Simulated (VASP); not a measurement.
Crystal: Ca.

```
CELL_PARAMETERS angstrom
-2.24000 2.24000 2.24000
2.24000 -2.24000 2.24000
2.24000 2.24000 -2.24000
ATOMIC_POSITIONS crystal
Ca 0.00000 0.00000 0.00000
```

* Program: VASP 6.6.1
* Task: relaxation of cell and atoms
* Functional: BLYP
* Dispersion: D4
* Potentials or basis: VASP PAW PBE potentials, release 64 (Ca_sv)
* Cutoff: 600 eV
* k mesh: 8 × 8 × 8
* Occupations: fermi-dirac, width 0.05 eV
* Spin: no spin polarisation

At the start: pressure -1.8 GPa; volume 44.96 Å³/atom.

**Question.** Where does the relaxation end?

**Answer.** Over 13 steps the energy falls by 34.6 meV/atom and the volume is 40.02 Å³/atom (-11.0 %); space group Im-3m (No. 229, to 0.05 Å).

The path:
```csv
step,energy change (eV),largest force (eV/Å),pressure (GPa),volume (Å³)
1,0.0000,0.0000,-1.82,44.96
2,-0.0281,0.0000,-0.93,41.72
3,0.1520,0.0000,0.65,39.38
4,-0.0341,0.0000,-0.42,40.30
5,-0.0289,0.0000,52.23,39.93
6,-0.0343,0.0000,-0.39,40.21
7,-0.0346,0.0000,-0.31,40.07
8,-0.0346,0.0000,1.26,39.99
9,-0.0346,0.0000,-0.28,40.05
10,-0.0346,0.0000,-0.23,40.04
11,-0.0346,0.0000,0.31,40.01
12,-0.0346,0.0000,-0.11,40.03
13,-0.0346,0.0000,0.04,40.02
```

Final structure:
```cif
data_structure
_symmetry_space_group_name_H-M 'P 1'
_symmetry_Int_Tables_number 1
_cell_length_a 3.7322
_cell_length_b 3.7322
_cell_length_c 3.7322
_cell_angle_alpha 109.471
_cell_angle_beta 109.471
_cell_angle_gamma 109.471
_cell_volume 40.02
loop_
_atom_site_label
_atom_site_type_symbol
_atom_site_fract_x
_atom_site_fract_y
_atom_site_fract_z
_atom_site_occupancy
Ca1 Ca 0.00000 0.00000 0.00000 1
```

Caveat: the PAW data sets were made with another functional, which shifts forces and pressure a little; the volume moved by -11 % from the deposited cell, more than functionals usually miss; pairwise dispersion overbinds metals, which lowers pressure and volume.
